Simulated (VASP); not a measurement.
CuO:

```
Cu O
1.0
     0.19210   -2.20087   -2.07003
    -2.04630    0.10769   -1.98563
     2.41456    2.31592   -4.44721
Cu O
2 2
Cartesian
  0.1738 0.1772 -4.1569
  -1.7714 -1.9817 -4.0827
  0.4151 0.0280 -6.4259
  0.1689 0.0174 -2.1444
```

Base run:

| Item | Value |
| --- | --- |
| Program | VASP 6.6.1 |
| Functional | LDA |
| Potentials or basis | VASP PAW LDA potentials, release 64 (Cu, O) |
| Cutoff | 520 eV |
| k mesh | 10 × 10 × 5 |
| Occupations | fermi-dirac, width 0.05 eV |
| Spin | no spin polarisation |

Its results: band gap on the k mesh zero (bands 17 and 18 overlap by 0.71 eV); pressure -22.6 GPa; largest force 1.264 eV/Å.

Problem. The run is repeated on the same cell with these changes: functional from LDA to BLYP; potentials or basis from VASP PAW LDA potentials, release 64 (Cu, O) to VASP PAW PBE potentials, release 64 (Cu, O). What comes out?

Solution. Band gap on the k mesh zero (bands 17 and 18 overlap by 0.70 eV); pressure -2.3 GPa; largest force 1.559 eV/Å.

Caveats: semilocal functionals often make such compounds metallic where correlation or magnetic order opens a gap, which also shifts bond lengths; the cell stands under tension (at least some runs); forces of over 1 eV/Å act on the atoms, so gaps and moduli don't describe the material at rest (at least some runs); the PAW data sets were made with another functional, which shifts forces and pressure a little (at least some runs).
